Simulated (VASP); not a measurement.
# CaO (Pmma) in VASP: relaxation of cell and atoms with PBE

Aim: the relaxation of cell and atoms of CaO with PBE.

All numbers are computed with VASP 6.6.1; they aren't measurements. Logs are shortened: lines on timing, memory, paths and dates and some standing lists are left out, and cuts for length are marked.

## Step 1: The cell of the first run

The structure is orthorhombic, space group Pmma (No. 51). The conventional cell has a = 7.260 Å, b = 4.134 Å, c = 3.914 Å, α = 90.00°, β = 90.00°, γ = 90.00°. Ca (site symmetry mm2) has 6 O at 2.29 to 3.11 Å and 4 Ca at 3.08 Å within 3.2 Å. Within 2.7 Å of Ca (site symmetry 2/m) lie 4 O at 2.07 to 2.29 Å. Within 3.2 Å of O (site symmetry mm2) lie 6 Ca at 2.29 to 3.11 Å and 4 O at 3.08 Å. Within 2.7 Å of O (site symmetry 2/m) lie 4 Ca at 2.07 to 2.29 Å.

The cell was generated, and may not be a known phase.

## Step 2: Relaxation of cell and atoms, PBE

Contents of INCAR:

```
PREC = Accurate
ENCUT = 600
EDIFF = 1E-6
ISMEAR = 0
SIGMA = 0.1
LREAL = F
LASPH = T
NELM = 60
ALGO = Normal
ISIF = 3
LWAVE = F
LCHARG = F
GGA = PE
IBRION = 2
NSW = 90
EDIFFG = -0.04
```

Contents of KPOINTS:

```
regular mesh
0
Gamma
  4 4 4
```

Contents of POSCAR:

```
CaO
1.0
    7.2598708100      0.0000000000      0.0000000000
    0.0000000000      4.1336755800      0.0000000000
    0.0000000000      0.0000000000      3.9140304300
Ca O
4 4
Direct
    0.7500000000      0.0000000000      0.3554073800
    0.0000000000      0.5000000000      0.0000000000
    0.2500000000      0.0000000000      0.6445926200
    0.5000000000      0.5000000000      0.0000000000
    0.7500000000      0.5000000000      0.6445926200
    0.0000000000      0.0000000000      0.0000000000
    0.2500000000      0.5000000000      0.3554073800
    0.5000000000      0.0000000000      0.0000000000
```

Potentials or basis: VASP PAW PBE potentials, release 64 (Ca_sv, O).

Launch:

```
$ cat potpaw_PBE.64/Ca_sv/POTCAR potpaw_PBE.64/O/POTCAR > POTCAR
$ mpirun -np 1 vasp_std > vasp.out
```

OUTCAR:

```text
PREC = Accurate
   ENCUT = 600
   EDIFF = 1E-6
   ISMEAR = 0
   LREAL = F
   LASPH = T
   NELM = 60
   ISIF = 3
   GGA = PE
   IBRION = 2
   NSW = 90
   EDIFFG = -0.04

 ion  position               nearest neighbor table
   1  0.750  0.000  0.355-   6 2.29   8 2.29   5 2.36   5 2.36   2 3.08   2 3.08   4 3.08   4 3.08

   2  0.000  0.500  0.000-   6 2.07   6 2.07   7 2.29   5 2.29   1 3.08   1 3.08   3 3.08   3 3.08

   3  0.250  0.000  0.645-   6 2.29   8 2.29   7 2.36   7 2.36   2 3.08   2 3.08   4 3.08   4 3.08

   4  0.500  0.500  0.000-   8 2.07   8 2.07   5 2.29   7 2.29   1 3.08   1 3.08   3 3.08   3 3.08

   5  0.750  0.500  0.645-   2 2.29   4 2.29   1 2.36   1 2.36
   6  0.000  0.000  0.000-   2 2.07   2 2.07   3 2.29   1 2.29
   7  0.250  0.500  0.355-   2 2.29   4 2.29   3 2.36   3 2.36
   8  0.500  0.000  0.000-   4 2.07   4 2.07   1 2.29   3 2.29

  LATTYP: Found a simple orthorhombic cell.
 ALAT       =     3.9140304300
 B/A-ratio  =     1.0561173844
 C/A-ratio  =     1.8548324904

  Lattice vectors:

 A1 = (   0.0000000000,   0.0000000000,  -3.9140304300)
 A2 = (   0.0000000000,   4.1336755800,   0.0000000000)
 A3 = (   7.2598708100,   0.0000000000,   0.0000000000)

Analysis of symmetry for initial positions (statically):
=====================================================================
 Subroutine PRICEL returns:
 Original cell was already a primitive cell.

 Routine SETGRP: Setting up the symmetry group for a
 simple orthorhombic supercell.

 Subroutine GETGRP returns: Found  8 space group operations
 (whereof  4 operations were pure point group operations)
 out of a pool of  8 trial point group operations.

The static configuration has the point symmetry C_2h.
 The point group associated with its full space group is D_2h.

Analysis of symmetry for dynamics (positions and initial velocities):
=====================================================================
 Subroutine PRICEL returns:
 Original cell was already a primitive cell.

 Routine SETGRP: Setting up the symmetry group for a
 simple orthorhombic supercell.

 Subroutine GETGRP returns: Found  8 space group operations
 (whereof  4 operations were pure point group operations)
 out of a pool of  8 trial point group operations.

The dynamic configuration has the point symmetry C_2h.
 The point group associated with its full space group is D_2h.

 Subroutine INISYM returns: Found  8 space group operations
 (whereof  4 operations are pure point group operations),
 and found     1 'primitive' translations

----------------------------------------------------------------------------------------

                                     Primitive cell

  volume of cell :     117.4599

  direct lattice vectors                    reciprocal lattice vectors
     7.259870810  0.000000000  0.000000000     0.137743498  0.000000000  0.000000000
     0.000000000  4.133675580  0.000000000     0.000000000  0.241915453  0.000000000
     0.000000000  0.000000000  3.914030430     0.000000000  0.000000000  0.255491115

  length of vectors
     7.259870810  4.133675580  3.914030430     0.137743498  0.241915453  0.255491115

  position of ions in fractional coordinates (direct lattice)
     0.750000000  0.000000000  0.355407380
     0.000000000  0.500000000  0.000000000
     0.250000000  0.000000000  0.644592620
     0.500000000  0.500000000  0.000000000
     0.750000000  0.500000000  0.644592620
     0.000000000  0.000000000  0.000000000
     0.250000000  0.500000000  0.355407380
     0.500000000  0.000000000  0.000000000

  ion indices of the primitive-cell ions
   primitive index   ion index
                 1           1
                 2           2
                 3           3
                 4           4
                 5           5
                 6           6
                 7           7
                 8           8

----------------------------------------------------------------------------------------

 KPOINTS: regular mesh

Automatic generation of k-mesh.
 Grid dimensions read from file:
 generate k-points for:    4    4    4

 Generating k-lattice:

  Cartesian coordinates                     Fractional coordinates (reciprocal lattice)
     0.034435874  0.000000000  0.000000000     0.250000000  0.000000000  0.000000000
     0.000000000  0.060478863  0.000000000     0.000000000  0.250000000  0.000000000
     0.000000000  0.000000000  0.063872779     0.000000000  0.000000000  0.250000000

  Length of vectors
     0.034435874  0.060478863  0.063872779

  Shift w.r.t. Gamma in fractional coordinates (k-lattice)
     0.000000000  0.000000000  0.000000000

 Subroutine IBZKPT returns following result:
 ===========================================

 Found     27 irreducible k-points:

 Following reciprocal coordinates:
            Coordinates               Weight
  0.000000  0.000000  0.000000      1.000000
  0.250000  0.000000  0.000000      2.000000
  0.500000  0.000000  0.000000      1.000000
  0.000000  0.250000  0.000000      2.000000
  0.250000  0.250000  0.000000      4.000000
  0.500000  0.250000  0.000000      2.000000
[... 16 lines left out ...]
  0.250000  0.250000  0.500000      4.000000
  0.500000  0.250000  0.500000      2.000000
 [... further k-points ...]
   k-points           NKPTS =     27   k-points in BZ     NKDIM =     27   number of bands    NBANDS=     38
   number of dos      NEDOS =    301   number of ions     NIONS =      8
   total plane-waves  NPLWV =  69120
   dimension x,y,z NGX =    60 NGY =   36 NGZ =   32
   dimension x,y,z NGXF=   120 NGYF=   72 NGZF=   64
   ions per type =               4   4
   NGX,Y,Z   is equivalent  to a cutoff of  13.74, 14.48, 13.59 a.u.
   NGXF,Y,Z  is equivalent  to a cutoff of  27.48, 28.96, 27.18 a.u.
 SYSTEM =  unknown system
   PREC   = accura    normal or accurate (medium, high low for compatibility)
   ISTART =      0    job   : 0-new  1-cont  2-samecut
   ICHARG =      2    charge: 1-file 2-atom 10-const
   ISPIN  =      1    spin polarized calculation?
   LNONCOLLINEAR =      F non collinear calculations
   LSORBIT =      F    spin-orbit coupling
   LASPH  =      T    aspherical Exc in radial PAW
   ENCUT  =  600.0 eV  44.10 Ry    6.64 a.u.  14.50  8.26  7.82*2*pi/ulx,y,z
   NELM   =     60;   NELMIN=  2; NELMDL= -5     # of ELM steps
   EDIFF  = 0.1E-05   stopping-criterion for ELM
   LREAL  =      F    real-space projection
   EDIFFG = -.4E-01   stopping-criterion for IOM
   NSW    =     90    number of steps for IOM
   IBRION =      2    ionic relax: 0-MD 1-quasi-New 2-CG
   NFREE  =      1    steps in history (QN), initial steepest desc. (CG)
   ISIF   =      3    stress and relaxation
   ISYM   =      2    0-nonsym 1-usesym 2-fastsym
   POTIM  = 0.5000    time-step for ionic-motion
   TEBEG  =    0.0;   TEEND  =   0.0 temperature during run
   PSTRESS=    0.0 pullay stress
   NELECT =      64.0000    total number of electrons
   NUPDOWN=      -1.0000    fix difference up-down
   EMIN   =  10.00;   EMAX   =-10.00  energy-range for DOS
   EFERMI =   0.00;   METHOD = LEGACY
   ISMEAR =     0;   SIGMA  =   0.10  broadening in eV -4-tet -1-fermi 0-gaus
   EFERMI_NEDOS =   21; number of points for ismear=-14 and -15
   IALGO  =     38    algorithm
   IMIX   =      4    mixing-type and parameters
     AMIX     =   0.40;   BMIX     =  1.00
     AMIX_MAG =   1.60;   BMIX_MAG =  1.00
  volume/ion in A,a.u.               =      14.68        99.08
  Fermi-wavevector in a.u.,A,eV,Ry     =   1.337124  2.526798 24.325862  1.787900
  Thomas-Fermi vector in A             =   2.465697
   LORBIT       =      0    0 simple, 1 ext, 2 COOP (PROOUT), +10 PAW based schemes
   GGA     = PE    functional components
   LHFCALC =     F    Hartree Fock is set to
   AEXX    =    0.0000 exact exchange contribution
   IVDW    =     0    specifies the selected vdW correction
   LEPSILON=     F    determine dielectric tensor
   LRPA    =     F    only Hartree local field effects (RPA)
 conjugate gradient relaxation of ions
 non-spin polarized calculation
 Gauss-broadening in eV      SIGMA  =   0.10
  energy-cutoff  :      600.00
  volume of cell :      117.46
 maximum number of plane-waves:      3940
 NGX is ok and might be reduce to    60
   NGX = 29   NGY = 17   NGZ = 15

--------------------------------------- Ionic step        1  -------------------------------------------

 number of electron      63.9999996 magnetization

 Free energy of the ion-electron system (eV)
  ---------------------------------------------------
  ext. energy  EPLUGINS =         0.00000000
  ---------------------------------------------------
  free energy    TOTEN  =       -47.07027740 eV

  energy without entropy =      -47.07027740  energy(sigma->0) =      -47.07027740

------------------------ aborting loop because EDIFF is reached ----------------------------------------

  FORCE on cell =-STRESS in cart. coord.  units (eV):
  Direction    XX          YY          ZZ          XY          YZ          ZX
  --------------------------------------------------------------------------------------
  -------------------------------------------------------------------------------------
  Total        6.8495137     24.8213908     -6.5901687      0.0000000      0.0000000     -0.0000000
  in kB       93.4288145    338.5690186    -89.8912946      0.0000000      0.0000000     -0.0000000
  external PRESSURE =     114.0355128 kB  Pullay stress =       0.0000000 kB
[... 107 lines left out ...]
  FREE ENERGIE OF THE ION-ELECTRON SYSTEM (eV)
  ---------------------------------------------------
  free  energy   TOTEN  =       -49.0331003181 eV

  energy  without entropy=      -49.0331003181  energy(sigma->0) =      -49.03310032

 E-fermi :   2.4060     XC(G=0):  -9.9457

 val. band max:        1.8406435118   @ k =   0.0000   0.0000   0.0000
 cond. band min:       5.4357616758   @ k =   0.0000   0.0000   0.0000
 fundamental gap:      3.5951181640
 Fermi energy:         2.4060259518

 k-point     1 :       0.0000    0.0000    0.0000
  band No.  band energies     occupation
      1     -36.3287      2.00000
      2     -36.3034      2.00000
      3     -36.1120      2.00000
      4     -36.1118      2.00000
      5     -17.6731      2.00000
      6     -17.5646      2.00000
[... 973 lines left out ...]
     37       8.5790      0.00000
     38       8.5790      0.00000

 [... further k-points ...]

[... ionic steps 4 to 10 ...]

--------------------------------------- Ionic step       11  -------------------------------------------

 number of electron      63.9999972 magnetization

------------------------ aborting loop because EDIFF is reached ----------------------------------------

  FORCE on cell =-STRESS in cart. coord.  units (eV):
  Direction    XX          YY          ZZ          XY          YZ          ZX
  --------------------------------------------------------------------------------------
  -------------------------------------------------------------------------------------
  Total        0.0585525      0.0996471      0.1451128      0.0000000      0.0000000      0.0000000
  in kB        0.8299414      1.4124280      2.0568731      0.0000000      0.0000000      0.0000000
  external PRESSURE =       1.4330808 kB  Pullay stress =       0.0000000 kB
[... 69 lines left out ...]
  energy  without entropy=      -51.2292774725  energy(sigma->0) =      -51.22927747

--------------------------------------- Ionic step       13  -------------------------------------------

 number of electron      63.9999975 magnetization

 Free energy of the ion-electron system (eV)
  ---------------------------------------------------
  ext. energy  EPLUGINS =         0.00000000
  ---------------------------------------------------
  free energy    TOTEN  =       -51.22967942 eV

  energy without entropy =      -51.22967942  energy(sigma->0) =      -51.22967942

 E-fermi :   2.7462     XC(G=0): -10.3735

 val. band max:        2.2369128146   @ k =   0.0000   0.0000   0.0000
 cond. band min:       5.8672521868   @ k =   0.0000   0.0000   0.0000
 fundamental gap:      3.6303393722
 Fermi energy:         2.7461901250

 k-point     1 :       0.0000    0.0000    0.0000
  band No.  band energies     occupation
      1     -35.4915      2.00000
      2     -35.3984      2.00000
      3     -35.3983      2.00000
      4     -35.3693      2.00000
      5     -17.0149      2.00000
      6     -17.0149      2.00000
[... 973 lines left out ...]
     37       9.9630      0.00000
     38       9.9630      0.00000

 [... further k-points ...]
[... 5 lines left out ...]
  --------------------------------------------------------------------------------------
  -------------------------------------------------------------------------------------
  Total       -0.0500325     -0.0852475     -0.3013111      0.0000000      0.0000000      0.0000000
  in kB       -0.7069987     -1.2046134     -4.2577624      0.0000000      0.0000000      0.0000000
  external PRESSURE =      -2.0564581 kB  Pullay stress =       0.0000000 kB
[... 23 lines left out ...]
  FREE ENERGIE OF THE ION-ELECTRON SYSTEM (eV)
  ---------------------------------------------------
  free  energy   TOTEN  =       -51.2296794226 eV

  energy  without entropy=      -51.2296794226  energy(sigma->0) =      -51.22967942

 reached required accuracy - stopping structural energy minimisation
```

Wall time 12 min (1 thread of Intel Xeon 6975P-C (Granite Rapids), shared host); peak memory 0.33 GiB.

What came out:

| Property | Result |
| --- | --- |
| Free energy | -51.2297 eV |
| Relaxed volume | 14.17 Å³/atom |
| Relaxed cell | a = 6.841 Å, b = 4.831 Å, c = 3.430 Å, α = 90.00°, β = 90.00°, γ = 90.00° |
| Space group after relaxing (to 0.1 Å) | Fm-3m (No. 225) |
| Energy gained by relaxing | 519.9 meV/atom |
| Ionic steps | 13 |
| Pressure after relaxing | -0.2 GPa |
| Largest force after relaxing | 0.032 eV/Å |
| Band gap on the k mesh | 3.63 eV |

Forces in eV/Å, atoms in the order of the input:
```
Ca   0.000  0.000 -0.002
Ca   0.000  0.000  0.000
Ca   0.000  0.000  0.002
Ca   0.000  0.000  0.000
O    0.000  0.000  0.032
O    0.000  0.000  0.000
O    0.000  0.000 -0.032
O    0.000  0.000  0.000
```

Stress tensor (GPa, compression positive):
```
-0.07  0.00  0.00
 0.00 -0.12  0.00
 0.00  0.00 -0.43
```

The path:
```csv
step,energy change (eV),largest force (eV/Å),pressure (GPa),volume (Å³)
1,0.0000,1.8243,11.40,117.46
2,-1.9644,1.1882,-8.24,135.03
3,-1.9628,1.2284,-7.48,133.90
4,-2.8597,1.3080,-4.04,123.38
5,-3.2062,1.3640,3.20,112.06
6,-3.7497,0.7121,3.08,110.57
7,-3.9166,0.0868,4.16,109.21
8,-4.1148,0.1290,-3.27,116.96
9,-4.1314,0.1134,-1.81,115.16
10,-4.1552,0.0958,0.77,112.37
11,-4.1578,0.1004,0.14,113.03
12,-4.1590,0.0665,-0.04,113.20
13,-4.1594,0.0315,-0.21,113.38
```

Final structure:
```xyz
8
Lattice="6.8410 0.0000 0.0000 0.0000 4.8314 0.0000 0.0000 0.0000 3.4305" Properties=species:S:1:pos:R:3 pbc="T T T"
Ca    5.1307    4.8314    1.7143
Ca    0.0000    2.4157    0.0000
Ca    1.7102    0.0000    1.7161
Ca    3.4205    2.4157    0.0000
O     5.1307    2.4157    1.7087
O     0.0000    0.0000    0.0000
O     1.7102    2.4157    1.7218
O     3.4205    0.0000    0.0000
```

Caveat: a cell axis changed by over 15 % at a fixed basis, so the end point is rough. A k mesh can miss the band edges.
